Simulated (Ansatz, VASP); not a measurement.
# Al6Fe5Co in VASP and in Ansatz

File INCAR:

```
SYSTEM = Al6Fe5Co
ALGO = Normal
EDIFF = 1E-6
ENCUT = 520
GGA = PE
ISIF = 2
ISMEAR = 0
ISPIN = 2
LASPH = .True.
LCHARG = .False.
LMAXMIX = 4
LORBIT = 11
LREAL = .False.
LWAVE = .False.
MAGMOM = 0 0 0 0 0 0 0 0.76 0.76 0.76 0.76 0.76
NBANDS = 50
NELM = 150
PREC = Accurate
SIGMA = 0.1
```

The input KPOINTS:

```
k-points
0
Gamma
  6 6 1
  0 0 0
```

Contents of POSCAR:

```
Al6Fe5Co
1.0
    2.8689299000      0.0000000000      0.0000000000
    0.0000000000      2.8689299000      0.0000000000
    0.0000000000      0.0000000000     17.2362821000
Al Co Fe
6 1 5
Direct
    0.0000000000      0.0000000000      0.5835090000
    0.0000000000      0.0000000000      0.4164910000
    0.0000000000      0.0000000000      0.2493540000
    0.0000000000      0.0000000000      0.0833320000
    0.0000000000      0.0000000000      0.9166680000
    0.0000000000      0.0000000000      0.7506460000
    0.5000000000      0.5000000000      0.0000000000
    0.5000000000      0.5000000000      0.5000000000
    0.5000000000      0.5000000000      0.3328060000
    0.5000000000      0.5000000000      0.1664530000
    0.5000000000      0.5000000000      0.8335470000
    0.5000000000      0.5000000000      0.6671940000
```

Input for Ansatz:

```yaml
crystal:
  lattice:
    - [2.8689299, 0.0, 0.0]
    - [0.0, 2.8689299, 0.0]
    - [0.0, 0.0, 17.2362821]
  atoms:
    - { symbol: Al, position: [0.0, 0.0, 0.583509] }
    - { symbol: Al, position: [0.0, 0.0, 0.416491] }
    - { symbol: Al, position: [0.0, 0.0, 0.249354] }
    - { symbol: Al, position: [0.0, 0.0, 0.083332] }
    - { symbol: Al, position: [0.0, 0.0, 0.916668] }
    - { symbol: Al, position: [0.0, 0.0, 0.750646] }
    - { symbol: Co, position: [0.5, 0.5, 0.0] }
    - { symbol: Fe, position: [0.5, 0.5, 0.5], spin: 0.76 }
    - { symbol: Fe, position: [0.5, 0.5, 0.332806], spin: 0.76 }
    - { symbol: Fe, position: [0.5, 0.5, 0.166453], spin: 0.76 }
    - { symbol: Fe, position: [0.5, 0.5, 0.833547], spin: 0.76 }
    - { symbol: Fe, position: [0.5, 0.5, 0.667194], spin: 0.76 }
basis:
  ecutwfc: 420
kpoints:
  mp_grid: { grid: [6, 6, 1] }
hamiltonian:
  xc: pbe
scf:
  occupations: { method: gaussian, width: 0.1 }
  lower_state_search: "off"
output:
  forces: true
  stress: true
  eigenvalues: true
  populations: true
magnetization:
  spin_polarized: true
```

Alike in both runs: task single point; functional PBE; k mesh 6 × 6 × 1; occupations gaussian, width 0.1 eV; collinear spin.

```csv
,VASP,Ansatz
version,VASP 6.6.1,Ansatz 0.2.0
potentials or method,"VASP PAW PBE potentials, release 64 (Al, Co, Fe), cutoff 520 eV","scalar-relativistic, plane waves, PAW"
valence electrons in the cell,67,115
```

Ansatz gave:

- gap on the k mesh at the Fermi level (eV): none
- pressure (GPa): 0.0
- traceless stress, the component that is largest in VASP (GPa): -0.28
- rms of the force components (eV/Å): 0.021
- net moment per atom (μB): 0.29
- size of the moment on the site where the two differ most (μB): 0.74

**Question.** Which values does VASP return?

**Answer.** gap on the k mesh at the Fermi level (eV): none; pressure (GPa): 0.0; traceless stress, the component that is largest in VASP (GPa): -0.27; rms of the force components (eV/Å): 0.021; net moment per atom (μB): 0.29; size of the moment on the site where the two differ most (μB): 0.75.

Site moments also hang on the region over which each program counts them. Atom by atom the forces differ by 0.001 eV/Å (rms over components). A gap of «none» marks a metal or a gap that the smearing closes. VASP's potentials hold 67 valence electrons a cell and Ansatz's 115, so a difference there can come from the potentials and not from the codes.

The k mesh is coarse, so the values compare programs but aren't converged.
